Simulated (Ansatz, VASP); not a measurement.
**Two plane-wave programs on HfN**

Contents of INCAR:

```
  PREC = Accurate
  ENCUT = 520
  EDIFF = 1E-6
  ISMEAR = 0
  SIGMA = 0.15
  LREAL = F
  LASPH = T
  NELM = 100
  ALGO = Normal
  ISIF = 2
  LWAVE = F
  LCHARG = T
  GGA = PS
  LELF = T
  LVHAR = T
  NBANDS = 14
```

Contents of KPOINTS:

```
Automatic mesh
0
Gamma
  26 26 26
```

Contents of POSCAR:

```
HfN
1.0
    0.0000000000      2.2507757577      2.2507757577
    2.2507757577      0.0000000000      2.2507757577
    2.2507757577      2.2507757577      0.0000000000
Hf N
1 1
Direct
    0.0000000000      0.0000000000      0.0000000000
    0.5000000000      0.5000000000      0.5000000000
```

Input for Ansatz:

```yaml
crystal:
  lattice:
    - [0.0, 2.2507757577, 2.2507757577]
    - [2.2507757577, 0.0, 2.2507757577]
    - [2.2507757577, 2.2507757577, 0.0]
  atoms:
    - { symbol: Hf, position: [0.0, 0.0, 0.0] }
    - { symbol: "N", position: [0.5, 0.5, 0.5] }
basis:
  ecutwfc: 420
kpoints:
  mp_grid: { grid: [26, 26, 26] }
hamiltonian:
  xc: pbesol
scf:
  occupations: { method: gaussian, width: 0.15 }
output:
  forces: true
  stress: true
  eigenvalues: true
  write_density: true
  write_potential: true
  elf: true
  volumetric_format: npy
```

Alike in both runs: task single point; functional PBEsol; k mesh 26 × 26 × 26; occupations gaussian, width 0.15 eV; no spin polarisation.

```csv
,VASP,Ansatz
version,VASP 6.6.1,Ansatz 0.2.0
potentials or method,"VASP PAW PBE potentials, release 64 (Hf_pv, N), cutoff 520 eV","scalar-relativistic, plane waves, PAW"
valence electrons in the cell,15,31
```

VASP gave:

| Property | Result |
| --- | --- |
| gap on the k mesh at the Fermi level (eV) | none |
| pressure (GPa) | -2.2 |

Task: What did Ansatz give for the same quantities?

Result: gap on the k mesh at the Fermi level (eV): none; pressure (GPa): 0.0.

VASP's potentials were made for PBE, not for PBEsol. A gap of «none» marks a metal or a gap that the smearing closes. VASP's potentials hold 15 valence electrons a cell and Ansatz's 31, so a difference there can come from the potentials and not from the codes.

Spin-orbit coupling is off throughout.
